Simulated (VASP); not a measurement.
**LaGa6: single point with LDA**

LaGa6:

```
CELL_PARAMETERS angstrom
5.58729 0.00000 0.00000
0.00000 5.58729 0.00000
0.00000 0.00000 5.58729
ATOMIC_POSITIONS crystal
Ga 0.19357 0.50000 0.50000
Ga 0.50000 0.19357 0.50000
Ga 0.80643 0.50000 0.50000
Ga 0.50000 0.80643 0.50000
Ga 0.50000 0.50000 0.19357
Ga 0.50000 0.50000 0.80643
La 0.00000 0.00000 0.00000
```

```yaml
Program: VASP 6.6.1
Task: single point
Functional: LDA
Potentials_or_basis: VASP PAW LDA potentials, release 64 (Ga_d, La)
Cutoff: 520 eV
k_mesh: 6 × 6 × 6
Occupations: fermi-dirac, width 0.1 eV
Spin: no spin polarisation
```

```
Pressure               : 5.3 GPa
Largest force          : 0.004 eV/Å
Band gap on the k mesh : zero (an odd number of electrons rules out a gap without spin polarisation)
```

Forces in eV/Å, atoms in the order of the input:
```
Ga  -0.004  0.000  0.000
Ga   0.000 -0.004  0.000
Ga   0.004  0.000  0.000
Ga   0.000  0.004  0.000
Ga   0.000  0.000 -0.004
Ga   0.000  0.000  0.004
La   0.000  0.000  0.000
```

Levels at points of the mesh, in eV from the Fermi level:
```csv
k point,band 42,band 43,band 44,band 45,band 46,band 47
"(0.00, 0.00, 0.00)",-0.53,-0.53,-0.53,0.25,0.25,0.25
"(0.50, 0.00, 0.00)",-1.83,-1.60,-1.07,-0.12,0.25,0.38
"(0.50, 0.50, 0.00)",-2.20,-1.16,-1.16,0.38,0.38,0.49
"(0.50, 0.50, 0.50)",-0.55,-0.55,-0.55,0.45,0.47,0.47
```

It took 5.6 min on 1 thread of Intel(R) Xeon(R) Platinum 8259CL CPU @ 2.50GHz (Skylake/Cascade Lake) (shared host), peak memory 0.31 GiB.

Caveat: the cell stands under pressure; spin-orbit coupling is left out, which moves the levels of the heavy elements.
